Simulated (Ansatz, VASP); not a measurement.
## Two plane-wave programs on C

```
CELL_PARAMETERS angstrom
1.23327 0.71203 4.21443
-1.23327 0.71203 4.21443
0.00000 -1.42405 4.21443
ATOMIC_POSITIONS crystal
C 0.16666 0.16666 0.16666
C 0.83334 0.83334 0.83334
```

Alike in both runs: functional PBE; k mesh 18 × 18 × 18; occupations gaussian, width 0.01 eV; no spin polarisation.

Ansatz relaxed the structure, and its values are those at the end. VASP's run is a single point on that final structure, the one shown.

```csv
,VASP,Ansatz
version,VASP 6.6.1,Ansatz 0.2.0
potentials or method,"VASP PAW PBE potentials, release 64 (C), cutoff 520 eV","scalar-relativistic, plane waves, PAW"
valence electrons in the cell,8,8
```

Ansatz gave:

| Property | Result |
| --- | --- |
| gap on the k mesh at the Fermi level (eV) | 0.14 |
| least direct gap on the mesh (eV) | 0.14 |
| pressure (GPa) | 0.0 |

Problem. Which values does VASP return?

Solution. gap on the k mesh at the Fermi level (eV): 0.14; least direct gap on the mesh (eV): 0.14; pressure (GPa): 0.4.
